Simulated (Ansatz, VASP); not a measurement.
# AgBr: VASP beside Ansatz

The input INCAR:

```
SYSTEM = AgBr
  PREC = Accurate
  ENCUT = 500
  EDIFF = 1E-6
  ISMEAR = 0
  SIGMA = 0.01
  LREAL = .False.
  LASPH = .True.
  NELM = 120
  ALGO = Normal
  ISIF = 2
  LWAVE = .False.
  LCHARG = .False.
  GGA = CA
  NBANDS = 16
  GGA_COMPAT = .False.
```

File KPOINTS:

```
regular mesh
0
Gamma
  12 12 12
  0 0 0
```

File POSCAR:

```
AgBr
1.0
    0.0000000000      2.8435379225      2.8435379225
    2.8435379225      0.0000000000      2.8435379225
    2.8435379225      2.8435379225      0.0000000000
Ag Br
1 1
Direct
    0.5000000000      0.5000000000      0.5000000000
    0.0000000000      0.0000000000      0.0000000000
```

Input for Ansatz:

```yaml
crystal:
  lattice:
    - [0.0, 2.8435379225, 2.8435379225]
    - [2.8435379225, 0.0, 2.8435379225]
    - [2.8435379225, 2.8435379225, 0.0]
  atoms:
    - { symbol: Ag, position: [0.5, 0.5, 0.5] }
    - { symbol: Br, position: [0.0, 0.0, 0.0] }
basis:
  ecutwfc: 420
kpoints:
  mp_grid: { grid: [12, 12, 12] }
hamiltonian:
  xc: lda
scf:
  occupations: { method: fixed }
  convergence: { dr2_threshold: 1.0e-08 }
  algorithm: direct_min
output:
  forces: true
  eigenvalues: true
  stress: true
```

Alike in both runs: task single point; functional LDA; k mesh 12 × 12 × 12; no spin polarisation.

|  | VASP | Ansatz |
| --- | --- | --- |
| version | VASP 6.6.1 | Ansatz 0.2.0 |
| potentials or method | VASP PAW LDA potentials, release 64 (Ag, Br), cutoff 500 eV | scalar-relativistic, plane waves, PAW |
| occupations | gaussian, width 0.01 eV | fixed |
| valence electrons in the cell | 18 | 26 |

|  | VASP | Ansatz | Ansatz less VASP |
| --- | --- | --- | --- |
| gap on the k mesh at the Fermi level (eV) | 0.41 | 0.37 | -0.034 |
| pressure (GPa) | -2.9 | -3.0 | -0.07 |

LDA's correlation is that of Perdew and Zunger in VASP and of Perdew and Wang (1992) in Ansatz. VASP's potentials hold 18 valence electrons a cell and Ansatz's 26, so a difference there can come from the potentials and not from the codes. Ansatz's warnings: stress scf threshold loose.
